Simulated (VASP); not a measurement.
# SnO in VASP: further runs, part 2 of 3

VASP 6.6.1.

### 3 Single point, r2SCAN (epitaxial 111 strain +1.7%)

Contents of POSCAR:

```
SnO
1.0
   -0.0679629408      2.5108703740      2.5108703740
    2.5108703740     -0.0679629408      2.5108703740
    2.5108703740      2.5108703740     -0.0679629408
Sn O
1 1
Direct
    0.0000000000      0.0000000000      0.0000000000
    0.5000000000      0.5000000000      0.5000000000
```

Contents of INCAR.step1:

```
PREC = Accurate
ENCUT = 520
ISMEAR = -1
SIGMA = 0.02
LREAL = F
LASPH = T
NELM = 100
NBANDS = 17
GGA = PE
ALGO = Normal
EDIFF = 1E-4
LWAVE = T
LCHARG = F
```

Contents of INCAR.step2:

```
PREC = Accurate
ENCUT = 520
EDIFF = 1E-7
ISMEAR = -1
SIGMA = 0.02
LREAL = F
LASPH = T
NELM = 100
ALGO = Normal
ISIF = 2
LWAVE = F
LCHARG = F
METAGGA = R2SCAN
LMIXTAU = T
NBANDS = 17
ISTART = 1
```

Contents of KPOINTS:

```
regular mesh
0
Gamma
  8 8 8
```

Potentials or basis: VASP PAW PBE potentials, release 64 (Sn_d, O).

Started as:

```console
> cat potpaw_PBE.64/Sn_d/POTCAR potpaw_PBE.64/O/POTCAR > POTCAR
> cp INCAR.step1 INCAR
> mpirun -np 1 vasp_std > vasp.out
> cp INCAR.step2 INCAR
> mpirun -np 1 vasp_std > vasp.out
```

OUTCAR:

```text
PREC = Accurate
   ENCUT = 520
   EDIFF = 1E-7
   ISMEAR = -1
   LREAL = F
   LASPH = T
   NELM = 100
   ISIF = 2
   METAGGA = R2SCAN
   ISTART = 1

 ion  position               nearest neighbor table
   1  0.000  0.000  0.000-   2 2.55   2 2.55   2 2.55   2 2.55   2 2.55   2 2.55
   2  0.500  0.500  0.500-   1 2.55   1 2.55   1 2.55   1 2.55   1 2.55   1 2.55

  LATTYP: Found a trigonal (rhomboedric) cell.
 ALAT       =     3.5515572685
 COS(alpha) =     0.4727593339

  Lattice vectors:

 A1 = (  -0.0679629408,   2.5108703740,   2.5108703740)
 A2 = (   2.5108703740,  -0.0679629408,   2.5108703740)
 A3 = (   2.5108703740,   2.5108703740,  -0.0679629408)

Analysis of symmetry for initial positions (statically):
=====================================================================
 Subroutine PRICEL returns:
 Original cell was already a primitive cell.

 Routine SETGRP: Setting up the symmetry group for a
 trigonal (rhombohedral) supercell.

 Subroutine GETGRP returns: Found 12 space group operations
 (whereof 12 operations were pure point group operations)
 out of a pool of 12 trial point group operations.

The static configuration has the point symmetry D_3d.

Analysis of symmetry for dynamics (positions and initial velocities):
=====================================================================
 Subroutine PRICEL returns:
 Original cell was already a primitive cell.

 Routine SETGRP: Setting up the symmetry group for a
 trigonal (rhombohedral) supercell.

 Subroutine GETGRP returns: Found 12 space group operations
 (whereof 12 operations were pure point group operations)
 out of a pool of 12 trial point group operations.

The dynamic configuration has the point symmetry D_3d.

 Subroutine INISYM returns: Found 12 space group operations
 (whereof 12 operations are pure point group operations),
 and found     1 'primitive' translations

----------------------------------------------------------------------------------------

                                     Primitive cell

  volume of cell :      32.9445

  direct lattice vectors                    reciprocal lattice vectors
    -0.067962941  2.510870374  2.510870374    -0.191226121  0.196546130  0.196546130
     2.510870374 -0.067962941  2.510870374     0.196546130 -0.191226121  0.196546130
     2.510870374  2.510870374 -0.067962941     0.196546130  0.196546130 -0.191226121

  length of vectors
     3.551557268  3.551557268  3.551557268     0.337384339  0.337384339  0.337384339

  position of ions in fractional coordinates (direct lattice)
     0.000000000  0.000000000  0.000000000
     0.500000000  0.500000000  0.500000000

  ion indices of the primitive-cell ions
   primitive index   ion index
                 1           1
                 2           2

----------------------------------------------------------------------------------------

 KPOINTS: regular mesh

Automatic generation of k-mesh.
 Grid dimensions read from file:
 generate k-points for:    8    8    8

 Generating k-lattice:

  Cartesian coordinates                     Fractional coordinates (reciprocal lattice)
    -0.023903265  0.024568266  0.024568266     0.125000000 -0.000000000 -0.000000000
     0.024568266 -0.023903265  0.024568266    -0.000000000  0.125000000 -0.000000000
     0.024568266  0.024568266 -0.023903265    -0.000000000 -0.000000000  0.125000000

  Length of vectors
     0.042173042  0.042173042  0.042173042

  Shift w.r.t. Gamma in fractional coordinates (k-lattice)
     0.000000000  0.000000000  0.000000000

 Subroutine IBZKPT returns following result:
 ===========================================

 Found     65 irreducible k-points:

 Following reciprocal coordinates:
            Coordinates               Weight
  0.000000  0.000000  0.000000      1.000000
  0.125000  0.000000  0.000000      6.000000
  0.250000  0.000000  0.000000      6.000000
  0.375000  0.000000  0.000000      6.000000
  0.500000  0.000000  0.000000      3.000000
  0.125000  0.125000  0.000000      6.000000
[... 16 lines left out ...]
  0.250000  0.125000  0.125000      6.000000
  0.375000  0.125000  0.125000      6.000000
 [... further k-points ...]
   k-points           NKPTS =     65   k-points in BZ     NKDIM =     65   number of bands    NBANDS=     17
   number of dos      NEDOS =    301   number of ions     NIONS =      2
   total plane-waves  NPLWV =  21952
   dimension x,y,z NGX =    28 NGY =   28 NGZ =   28
   dimension x,y,z NGXF=    56 NGYF=   56 NGZF=   56
   ions per type =               1   1
   NGX,Y,Z   is equivalent  to a cutoff of  13.11, 13.11, 13.11 a.u.
   NGXF,Y,Z  is equivalent  to a cutoff of  26.21, 26.21, 26.21 a.u.
 SYSTEM =  unknown system
   PREC   = accura    normal or accurate (medium, high low for compatibility)
   ISTART =      1    job   : 0-new  1-cont  2-samecut
   ICHARG =      0    charge: 1-file 2-atom 10-const
   ISPIN  =      1    spin polarized calculation?
   LNONCOLLINEAR =      F non collinear calculations
   LSORBIT =      F    spin-orbit coupling
   LASPH  =      T    aspherical Exc in radial PAW
   ENCUT  =  520.0 eV  38.22 Ry    6.18 a.u.   6.60  6.60  6.60*2*pi/ulx,y,z
   NELM   =    100;   NELMIN=  2; NELMDL=  0     # of ELM steps
   EDIFF  = 0.1E-06   stopping-criterion for ELM
   LREAL  =      F    real-space projection
   EDIFFG = 0.1E-05   stopping-criterion for IOM
   NSW    =      0    number of steps for IOM
   IBRION =     -1    ionic relax: 0-MD 1-quasi-New 2-CG
   NFREE  =      0    steps in history (QN), initial steepest desc. (CG)
   ISIF   =      2    stress and relaxation
   ISYM   =      2    0-nonsym 1-usesym 2-fastsym
   POTIM  = 0.5000    time-step for ionic-motion
   TEBEG  =    0.0;   TEEND  =   0.0 temperature during run
   PSTRESS=    0.0 pullay stress
   NELECT =      20.0000    total number of electrons
   NUPDOWN=      -1.0000    fix difference up-down
   EMIN   =  10.00;   EMAX   =-10.00  energy-range for DOS
   EFERMI =   0.00;   METHOD = LEGACY
   ISMEAR =    -1;   SIGMA  =   0.02  broadening in eV -4-tet -1-fermi 0-gaus
   EFERMI_NEDOS =   21; number of points for ismear=-14 and -15
   IALGO  =     38    algorithm
   IMIX   =      4    mixing-type and parameters
     AMIX     =   0.40;   BMIX     =  1.00
     AMIX_MAG =   1.60;   BMIX_MAG =  1.00
  volume/ion in A,a.u.               =      16.47       111.16
  Fermi-wavevector in a.u.,A,eV,Ry     =   1.386193  2.619526 26.144030  1.921532
  Thomas-Fermi vector in A             =   2.510532
   LORBIT       =      0    0 simple, 1 ext, 2 COOP (PROOUT), +10 PAW based schemes
   METAGGA = R2SCAN    functional components
   LHFCALC =     F    Hartree Fock is set to
   AEXX    =    0.0000 exact exchange contribution
   IVDW    =     0    specifies the selected vdW correction
   LEPSILON=     F    determine dielectric tensor
   LRPA    =     F    only Hartree local field effects (RPA)
 non-spin polarized calculation
  energy-cutoff  :      520.00
  volume of cell :       32.94
 maximum number of plane-waves:       901
 NGX is ok and might be reduce to    28
   NGX = 13   NGY = 13   NGZ = 13

 number of electron      19.9999997 magnetization

 Free energy of the ion-electron system (eV)
  ---------------------------------------------------
  ext. energy  EPLUGINS =         0.00000000
  ---------------------------------------------------
  free energy    TOTEN  =       -32.24975127 eV

  energy without entropy =      -32.24975127  energy(sigma->0) =      -32.24975127

 E-fermi :   7.8516     XC(G=0): -11.4650

 val. band max:        7.4468222093   @ k =   0.5000   0.1250   0.0000
 cond. band min:       8.2515964544   @ k =   0.5000   0.5000   0.3750
 fundamental gap:      0.8047742451
 Fermi energy:         7.8515807462

 k-point     1 :       0.0000    0.0000    0.0000
  band No.  band energies     occupation
      1     -14.6262      2.00000
      2     -14.6262      2.00000
      3     -14.6174      2.00000
      4     -14.5533      2.00000
      5     -14.5533      2.00000
      6     -12.1334      2.00000
[... 9 lines left out ...]
     16      18.6649      0.00000
     17      18.8505      0.00000

 k-point     2 :       0.1250    0.0000    0.0000
  band No.  band energies     occupation
      1     -14.6238      2.00000
      2     -14.6224      2.00000
      3     -14.6113      2.00000
      4     -14.5552      2.00000
      5     -14.5545      2.00000
      6     -12.0557      2.00000
[... 9 lines left out ...]
     16      19.2972      0.00000
     17      21.2281      0.00000
[... 421 lines left out ...]
 k-point    24 :       0.3750    0.1250    0.1250
  band No.  band energies     occupation
      1     -14.6198      2.00000
      2     -14.6093      2.00000
      3     -14.6023      2.00000
      4     -14.5637      2.00000
      5     -14.5516      2.00000
      6     -11.7002      2.00000
[... 9 lines left out ...]
     16      21.1109      0.00000
     17      24.5281      0.00000

 [... further k-points ...]
[... 5 lines left out ...]
  --------------------------------------------------------------------------------------
  -------------------------------------------------------------------------------------
  Total       -0.1797425     -0.1797425     -0.1797425      0.1042073      0.1042073      0.1042073
  in kB       -8.7413451     -8.7413451     -8.7413451      5.0678744      5.0678744      5.0678744
  external PRESSURE =      -8.7413451 kB  Pullay stress =       0.0000000 kB

 VOLUME and BASIS-vectors are now :
 -----------------------------------------------------------------------------
  energy-cutoff  :      520.00
  volume of cell :       32.94
      direct lattice vectors                 reciprocal lattice vectors
    -0.067962941  2.510870374  2.510870374    -0.191226121  0.196546130  0.196546130
     2.510870374 -0.067962941  2.510870374     0.196546130 -0.191226121  0.196546130
     2.510870374  2.510870374 -0.067962941     0.196546130  0.196546130 -0.191226121

 POSITION                                       TOTAL-FORCE (eV/Angst)
 -----------------------------------------------------------------------------------
      0.00000      0.00000      0.00000         0.000000      0.000000      0.000000
      2.47689      2.47689      2.47689        -0.000000     -0.000000     -0.000000
 -----------------------------------------------------------------------------------
    total drift:                                0.000000      0.000000      0.000000

  FREE ENERGIE OF THE ION-ELECTRON SYSTEM (eV)
  ---------------------------------------------------
  free  energy   TOTEN  =       -32.2497512709 eV

  energy  without entropy=      -32.2497512708  energy(sigma->0) =      -32.24975127
```

OUTCAR.step1:

```text
PREC = Accurate
   ENCUT = 520
   ISMEAR = -1
   LREAL = F
   LASPH = T
   NELM = 100
[... 700 lines left out ...]
 -----------------------------------------------------------------------------------
      0.00000      0.00000      0.00000         0.000000     -0.000000      0.000000
      2.47689      2.47689      2.47689        -0.000000      0.000000     -0.000000
 -----------------------------------------------------------------------------------
    total drift:                                0.000000      0.000000      0.000000

  FREE ENERGIE OF THE ION-ELECTRON SYSTEM (eV)
  ---------------------------------------------------
  free  energy   TOTEN  =       -10.4733046752 eV

  energy  without entropy=      -10.4733046750  energy(sigma->0) =      -10.47330468
```

Wall time 4.2 min (1 thread of AMD EPYC 7R43 (Zen 3), shared host); peak memory 0.15 GiB.

What came out:

```
Free energy            : -32.2498 eV
Pressure               : -0.9 GPa
Band gap on the k mesh : 0.80 eV, indirect (least direct gap 0.91 eV)
```

Stress tensor (GPa, compression positive):
```
-0.87  0.51  0.51
 0.51 -0.87  0.51
 0.51  0.51 -0.87
```

Caveat: the cell differs from its parent crystal (epitaxial 111 strain +1.7%); the PAW data sets were made with another functional, which shifts forces and pressure a little; spin-orbit coupling is left out, which moves the levels of the heavy elements. A k mesh can miss the band edges.

(Part 2 of 3 ends here.)
